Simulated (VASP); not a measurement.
# Ge: single point with LDA

The system is Ge.

```
Ge
1.0
    -2.45959    2.46291    1.35262
     2.46291   -2.45959    1.35262
     2.47354    2.47354   -1.34653
Ge
2
Direct
  0.99990 0.00010 0.00000
  0.75010 0.24990 0.50000
```

This cell differs from its parent crystal: volume scaled by 0.92.

```
Program             : VASP 6.6.1
Task                : single point
Functional          : LDA
Potentials or basis : VASP PAW LDA potentials, release 64 (Ge_d)
Cutoff              : 520 eV
k mesh              : 14 × 14 × 10
Occupations         : fermi-dirac, width 0.1 eV
Spin                : no spin polarisation
```

```
Pressure               : 8.5 GPa
Largest force          : 0.008 eV/Å
Band gap on the k mesh : zero (band 14 reaches 10.05 eV, above the bottom of band 15 at 4.10 eV)
```

Forces on the atoms (eV/Å):
```
Ge  -0.006  0.006  0.000
Ge   0.006 -0.006  0.000
```

Stress tensor (GPa, compression positive):
```
 8.22 -0.48 -0.01
-0.48  8.22 -0.01
-0.01 -0.01  8.96
```

Levels at points of the mesh, in eV from the Fermi level:
| k point | band 11 | band 12 | band 13 | band 14 | band 15 | band 16 | band 17 | band 18 |
| --- | --- | --- | --- | --- | --- | --- | --- | --- |
| (0.00, 0.00, 0.00) | -14.35 | -3.60 | -2.68 | -2.56 | 3.16 | 8.43 | 8.46 | 8.86 |
| (0.50, 0.00, 0.00) | -8.47 | -6.97 | -2.47 | -2.24 | -1.61 | 2.37 | 4.01 | 6.19 |
| (0.50, 0.50, 0.00) | -11.30 | -11.29 | 0.61 | 0.62 | 2.25 | 2.25 | 7.96 | 8.06 |
| (0.00, 0.00, 0.50) | -11.33 | -11.33 | 0.69 | 0.69 | 2.36 | 2.36 | 8.04 | 8.04 |
| (0.50, 0.00, 0.50) | -8.44 | -6.96 | -2.50 | -2.26 | -1.64 | 2.35 | 3.93 | 6.17 |
| (0.50, 0.50, 0.50) | -9.23 | -9.23 | -6.66 | -6.66 | 6.44 | 6.44 | 12.47 | 12.47 |

Run time: 2 min on 1 thread of Intel(R) Xeon(R) 6975P-C (Granite Rapids), with other jobs on the host, peak memory 0.36 GiB.
